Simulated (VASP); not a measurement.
Input of a VASP 6.6.1 run:

Contents of POSCAR:

```
Ag
1.0
    2.9052089811      0.0000000000      0.0000000000
   -1.4526044906      2.5159847809      0.0000000000
    0.0000000000      0.0000000000      9.4669946662
Ag
4
Direct
    0.3333333333      0.6666666667      0.2500000000
    0.6666666667      0.3333333333      0.7500000000
    0.0000000000      0.0000000000      0.0000000000
    0.0000000000      0.0000000000      0.5000000000
```

Contents of INCAR.step1:

```
SYSTEM = Ag
PREC = Accurate ; ENCUT = 520
ISMEAR = 0 ; SIGMA = 0.1
LREAL = .False. ; LASPH = .True.
NELM = 80 ; NBANDS = 30
GGA = PE ; ALGO = Normal
EDIFF = 1E-4 ; LWAVE = .True.
LCHARG = .False.
```

File INCAR.step2:

```
SYSTEM = Ag
PREC = Accurate ; ENCUT = 520
EDIFF = 1E-7 ; ISMEAR = 0
SIGMA = 0.1 ; LREAL = .False.
LASPH = .True. ; NELM = 80
ALGO = Normal ; ISIF = 2
LWAVE = .False. ; LCHARG = .True.
METAGGA = R2SCAN ; LMIXTAU = .True.
LELF = .True. ; LVHAR = .True.
NBANDS = 30 ; ISTART = 1
```

Contents of KPOINTS:

```
Automatic mesh
0
Gamma
  18 18 4
  0 0 0
```

Potentials or basis: VASP PAW PBE potentials, release 64 (Ag).

The run is started by

```sh
$ cat potpaw_PBE.64/Ag/POTCAR > POTCAR
$ cp INCAR.step1 INCAR
$ mpirun -np 1 vasp_std > vasp.out
$ cp INCAR.step2 INCAR
$ mpirun -np 1 vasp_std > vasp.out
```

**Question.** Predict the pressure.

**Answer.** 0.1 GPa.

**Question.** Predict the band gap on the k mesh.

**Answer.** Zero (bands 22 and 23 overlap by 6.93 eV).

Caveat: the PAW data sets were made with another functional, which shifts forces and pressure a little.
